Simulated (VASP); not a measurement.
## SrSiH6: single point with PBEsol

SrSiH6:

```
CELL_PARAMETERS angstrom
3.26261 1.88367 2.05043
-3.26261 1.88367 2.05043
0.00000 -3.76734 2.05043
ATOMIC_POSITIONS crystal
Sr 0.50000 0.50000 0.50000
Si 0.00000 0.00000 0.00000
H 0.92939 0.27012 0.27012
H 0.27012 0.92939 0.27012
H 0.27012 0.27012 0.92939
H 0.07061 0.72988 0.72988
H 0.72988 0.07061 0.72988
H 0.72988 0.72988 0.07061
```

```
Program                : VASP 6.6.1
Task                   : single point
Functional             : PBEsol
Potentials or basis    : VASP PAW PBE potentials, release 64 (Sr_sv, Si, H)
Cutoff                 : 520 eV
k mesh                 : 4 × 4 × 4
Occupations            : fermi-dirac, width 0.03 eV
Spin                   : no spin polarisation
Dipole correction      : no
Further INCAR settings : ALGO = Normal; EDIFF = 1e-06; NBANDS = 20
```

```json
{"Pressure": "0.1 GPa", "Largest force": "0.007 eV/Å", "Band gap on the k mesh": "1.71 eV (least direct gap 2.97 eV)"}
```

Forces in eV/Å, atoms in the order of the input:
```
Sr   0.000  0.000  0.000
Si   0.000  0.000  0.000
H    0.002  0.001 -0.007
H   -0.002  0.001 -0.007
H    0.000 -0.002 -0.007
H   -0.002 -0.001  0.007
H    0.002 -0.001  0.007
H    0.000  0.002  0.007
```

Stress tensor (GPa, compression positive):
```
0.07 0.00 0.00
0.00 0.07 0.00
0.00 0.00 0.19
```

Levels at points of the mesh, in eV from the valence-band top:
```
           k point  band 6  band 7  band 8  band 9  band 10  band 11  band 12  band 13  band 14  band 15
(0.00, 0.00, 0.00)   -3.04   -2.96   -2.96   -1.26    -1.26     1.71     4.60     4.60     5.82     7.76
(0.50, 0.00, 0.00)   -5.53   -3.51   -3.25   -0.06     0.00     3.99     4.64     5.03     5.21     5.61
(0.50, 0.50, 0.00)   -4.53   -4.05   -2.59   -2.37    -0.35     3.22     4.94     6.63     6.66     6.86
(0.50, 0.50, 0.50)   -4.58   -4.16   -4.16   -1.70    -1.70     5.15     5.97     6.54     6.54     7.69
```

Run time: 22 s on 1 thread of Oxide Virtual Turin-like Processor (shared host), peak memory 0.14 GiB.

Caveat: the PAW data sets were made with another functional, which shifts forces and pressure a little. A k mesh can miss the band edges.
